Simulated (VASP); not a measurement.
# AlGaN2 (P-4m2) in VASP: a series of runs, part 2 of 2

VASP 6.6.1. The steps go on from the part before.

### Step 3. Single point, LDA (strain along c alone, the other axes held: -2.0 %, then relaxed in part)

INCAR reads:

```
PREC     = Accurate       # precision mode
ENCUT    = 910            # plane-wave cutoff, eV
EDIFF    = 1E-6           # SCF threshold, eV
ISMEAR   = 0              # smearing method
SIGMA    = 0.02           # smearing width, eV
LREAL    = F              # projectors in reciprocal space
LASPH    = T              # aspherical terms in the spheres
NELM     = 120            # most SCF steps
ALGO     = Normal         # electronic algorithm
ISIF     = 2              # what is computed and relaxed
LWAVE    = F              # write WAVECAR
LCHARG   = F              # write CHGCAR
NBANDS   = 21             # bands
GGA_COMPAT= F
```

KPOINTS reads:

```
Automatic mesh
0
Gamma
  8 8 6
```

POSCAR reads:

```
AlGaN2
1.0
    3.1152864669      0.0000000000      0.0000000000
    0.0000000000      3.1152864669      0.0000000000
    0.0000000000      0.0000000000      4.2966435968
Al Ga N
1 1 2
Direct
    0.5000000000      0.5000000000      0.5000000000
    0.0000000000      0.0000000000      0.0000000000
    0.5000000000      0.0000000000      0.7396592690
    0.0000000000      0.5000000000      0.2603407310
```

Potentials or basis: VASP PAW LDA potentials, release 64 (Al, Ga_d, N_h).

Run with:

```sh
cat potpaw_LDA.64/Al/POTCAR potpaw_LDA.64/Ga_d/POTCAR potpaw_LDA.64/N_h/POTCAR > POTCAR
mpirun -np 1 vasp_std > vasp.out
```

OUTCAR:

```text
PREC = Accurate
   ENCUT = 910
   EDIFF = 1E-6
   ISMEAR = 0
   LREAL = F
   LASPH = T
   NELM = 120
   ISIF = 2

 ion  position               nearest neighbor table
   1  0.500  0.500  0.500-   3 1.87   4 1.87   3 1.87   4 1.87   2 3.08   2 3.08   2 3.08   2 3.08
                             2 3.08   2 3.08   2 3.08   2 3.08
   2  0.000  0.000  0.000-   3 1.92   4 1.92   4 1.92   3 1.92   1 3.08   1 3.08   1 3.08   1 3.08
                             1 3.08   1 3.08   1 3.08   1 3.08
   3  0.500  0.000  0.740-   1 1.87   1 1.87   2 1.92   2 1.92
   4  0.000  0.500  0.260-   1 1.87   1 1.87   2 1.92   2 1.92
[... 779 lines left out ...]
  --------------------------------------------------------------------------------------
  -------------------------------------------------------------------------------------
  Total        1.0979627      1.0979627      1.7128868      0.0000000      0.0000000     -0.0000000
  in kB       42.1864385     42.1864385     65.8133393      0.0000000      0.0000000     -0.0000000
  external PRESSURE =      50.0620721 kB  Pullay stress =       0.0000000 kB

 VOLUME and BASIS-vectors are now :
 -----------------------------------------------------------------------------
  energy-cutoff  :      910.00
  volume of cell :       41.70
      direct lattice vectors                 reciprocal lattice vectors
     3.115286467  0.000000000  0.000000000     0.320997767  0.000000000  0.000000000
     0.000000000  3.115286467  0.000000000     0.000000000  0.320997767  0.000000000
     0.000000000  0.000000000  4.296643597     0.000000000  0.000000000  0.232739807

 POSITION                                       TOTAL-FORCE (eV/Angst)
 -----------------------------------------------------------------------------------
      1.55764      1.55764      2.14832        -0.000000     -0.000000      0.000000
      0.00000      0.00000      0.00000        -0.000000      0.000000      0.000000
      1.55764      0.00000      3.17805         0.000000      0.000000     -0.028978
      0.00000      1.55764      1.11859        -0.000000      0.000000      0.028978
 -----------------------------------------------------------------------------------
    total drift:                                0.000000      0.000000      0.000000

  FREE ENERGIE OF THE ION-ELECTRON SYSTEM (eV)
  ---------------------------------------------------
  free  energy   TOTEN  =       -30.3004159063 eV

  energy  without entropy=      -30.3004159063  energy(sigma->0) =      -30.30041591
```

Run time: 47 s. Hardware: 1 thread of AMD EPYC 9R45 (Zen 5), shared host; peak memory 0.22 GiB.

Results:

| Item | Value |
| --- | --- |
| Free energy | -30.3004 eV |
| Pressure | 5.0 GPa |
| Largest force | 0.029 eV/Å |
| Band gap on the k mesh | 3.24 eV, direct |

Forces in eV/Å, atoms in the order of the input:
```
Al   0.000  0.000  0.000
Ga   0.000  0.000  0.000
N    0.000  0.000 -0.029
N    0.000  0.000  0.029
```

Stress tensor (GPa, compression positive):
```
4.22 0.00 0.00
0.00 4.22 0.00
0.00 0.00 6.58
```

Caveat: the cell differs from its parent crystal (strain along c alone, the other axes held: -2.0 %, then relaxed in part); the cutoff is under 1.25 times the usual one of these potentials, so pressure, stress and relaxed cells hold a basis-set (Pulay) error. A k mesh can miss the band edges.

### Step 4. Single point, LDA

This run uses another cell than the first one, of 10.39 Å³/atom, 0.977 times its volume.

INCAR reads:

```
PREC = Accurate ; ENCUT = 910
EDIFF = 1E-6 ; ISMEAR = 0
SIGMA = 0.02 ; LREAL = F
LASPH = T ; NELM = 120
ALGO = Normal ; ISIF = 2
LWAVE = F ; LCHARG = T
LELF = T ; LVHAR = T
NBANDS = 21 ; GGA_COMPAT = F
```

KPOINTS is that of step 3.

POSCAR reads:

```
AlGaN2
1.0
    3.0913365906      0.0000000000      0.0000000000
    0.0000000000      3.0913365906      0.0000000000
    0.0000000000      0.0000000000      4.3495313481
Al Ga N
1 1 2
Direct
    0.5000000000      0.5000000000      0.5000000000
    0.0000000000      0.0000000000      0.0000000000
    0.5000000000      0.0000000000      0.7399927245
    0.0000000000      0.5000000000      0.2600072755
```

Run with:

```sh
cat potpaw_LDA.64/Al/POTCAR potpaw_LDA.64/Ga_d/POTCAR potpaw_LDA.64/N_h/POTCAR > POTCAR
mpirun -np 1 vasp_std > vasp.out
```

Wall time 73 s (1 thread of AMD EPYC 9R45 (Zen 5), shared host); peak memory 0.22 GiB.

The run converged. Its results:

* Free energy: -30.2997 eV
* Pressure: 5.8 GPa
* Largest force: 0.032 eV/Å
* Band gap on the k mesh: 3.24 eV, direct

Forces in eV/Å, atoms in the order of the input:
```
Al   0.000  0.000  0.000
Ga   0.000  0.000  0.000
N    0.000  0.000 -0.032
N    0.000  0.000  0.032
```

Levels at points of the mesh, in eV from the valence-band top:
```csv
k point,band 10,band 11,band 12,band 13,band 14,band 15,band 16,band 17
"(0.00, 0.00, 0.00)",-2.47,-0.24,0.00,0.00,3.24,3.51,7.71,11.47
"(0.50, 0.00, 0.00)",-3.11,-3.00,-1.02,-0.75,7.26,7.47,8.12,8.64
"(0.50, 0.50, 0.00)",-2.43,-2.40,-2.40,-2.37,3.25,3.25,6.50,8.85
"(0.00, 0.00, 0.50)",-1.66,-1.66,-1.04,-1.04,5.41,5.55,8.24,9.39
"(0.50, 0.00, 0.50)",-1.00,-0.92,-0.63,-0.61,5.52,6.86,9.33,9.66
"(0.50, 0.50, 0.50)",-4.24,-3.44,-3.44,-3.43,6.22,6.22,9.30,11.01
```

Caveat: the cutoff is under 1.25 times the usual one of these potentials, so pressure, stress and relaxed cells hold a basis-set (Pulay) error. A k mesh can miss the band edges.

### Step 5. Overview

```tsv
task	potentials or basis	cell	cutoff (eV)	smearing	second run	gap on the mesh (eV)	pressure (GPa)	largest force (eV/Å)
relaxation of cell and atoms	VASP PAW LDA potentials, release 64 (Al, Ga_d, N)	relaxed to 3 GPa from a = 3.115, b = 3.115, c = 4.384 Å, 4 atoms	600	gaussian 0.01 eV	-	3.14	3.0	-
single point	VASP PAW LDA potentials, release 64 (Al, Ga_d, N_h)	a = 3.115, b = 3.115, c = 4.297 Å, 4 atoms	910	gaussian 0.02 eV	hard_potentials	3.24	5.0	0.03
single point	VASP PAW LDA potentials, release 64 (Al, Ga_d, N_h)	a = 3.091, b = 3.091, c = 4.350 Å, 4 atoms	910	gaussian 0.02 eV	hard_potentials	3.24	5.8	0.03
```

Alike in all rows: level LDA; no spin polarisation; k mesh 8 × 8 × 6.

Caveats: the cutoff is under 1.25 times the usual one of these potentials, so pressure, stress and relaxed cells hold a basis-set (Pulay) error (some runs); the cell is relaxed towards a set pressure, so the enthalpy falls and the energy may rise (some runs).

Total energies depend on the potentials used, so only differences within one code and one set of settings carry meaning.
